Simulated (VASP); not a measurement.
Au, 1 atom in the cell. It takes space group Fm-3m (No. 225, cubic). Conventional cell: a = 4.046 Å, b = 4.046 Å, c = 4.046 Å, α = 90.00°, β = 90.00°, γ = 90.00°. Within 3.8 Å of Au (site symmetry m-3m) lie 12 Au at 2.86 Å. 

* Program: VASP 6.6.1
* Task: single point
* Functional: LDA
* Potentials or basis: VASP PAW LDA potentials, release 64 (Au)
* Cutoff: 520 eV
* k mesh: 13 × 13 × 13
* Occupations: methfessel-paxton, width 0.03 eV
* Spin: no spin polarisation
* Dipole correction: no
* Further INCAR settings: ALGO = Normal; EDIFF = 1e-06; NBANDS = 12

Potentials or basis: VASP PAW LDA potentials, release 64 (Au).

Launch:

```console
$ cat potpaw_LDA.64/Au/POTCAR > POTCAR
$ mpirun -np 1 vasp_std > vasp.out
```

Hardware: 1 thread of Intel Xeon 8259CL (shared host).

How long does it take, and how much memory?

Run time: 16 s on 1 thread of Intel Xeon 8259CL (shared host), peak memory 0.14 GiB. Counts: scf iterations 10, k points 84.
